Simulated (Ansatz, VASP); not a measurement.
**One calculation of SiC, two programs**

```xyz
12
Lattice="3.0783 0.0000 0.0000 -1.5392 2.6659 0.0000 0.0000 0.0000 15.1083" Properties=species:S:1:pos:R:3 pbc="T T T"
Si    0.0000    0.0000    1.8890
Si    0.0000    0.0000    9.4432
Si    0.0000    1.7773    4.4088
Si    1.5392    0.8886   11.9630
Si    0.0000    1.7773   14.4782
Si    1.5392    0.8886    6.9241
C     0.0000    0.0000   -0.0047
C     0.0000    0.0000    7.5494
C     0.0000    1.7773    2.5208
C     1.5392    0.8886   10.0750
C     0.0000    1.7773   12.5900
C     1.5392    0.8886    5.0359
```

Alike in both runs: functional r2SCAN; k mesh 12 × 12 × 2; occupations gaussian, width 0.02 eV; no spin polarisation.

Ansatz relaxed the structure, and its values are those at the end. VASP's run is a single point on that final structure, the one shown.

|  | VASP | Ansatz |
| --- | --- | --- |
| version | VASP 6.6.1 | Ansatz 0.2.0 |
| potentials or method | VASP PAW PBE potentials, release 64 (Si, C), cutoff 520 eV | scalar-relativistic, plane waves, PAW |
| valence electrons in the cell | 48 | 48 |

Ansatz gave:

```
gap on the k mesh at the Fermi level (eV) : 2.39
least direct gap on the mesh (eV)         : 3.54
pressure (GPa)                            : 0.0
```

Q: What did VASP give for the same quantities?

A: gap on the k mesh at the Fermi level (eV): 2.40; least direct gap on the mesh (eV): 3.55; pressure (GPa): -0.2.

VASP's potentials were made for PBE, not for r2SCAN.
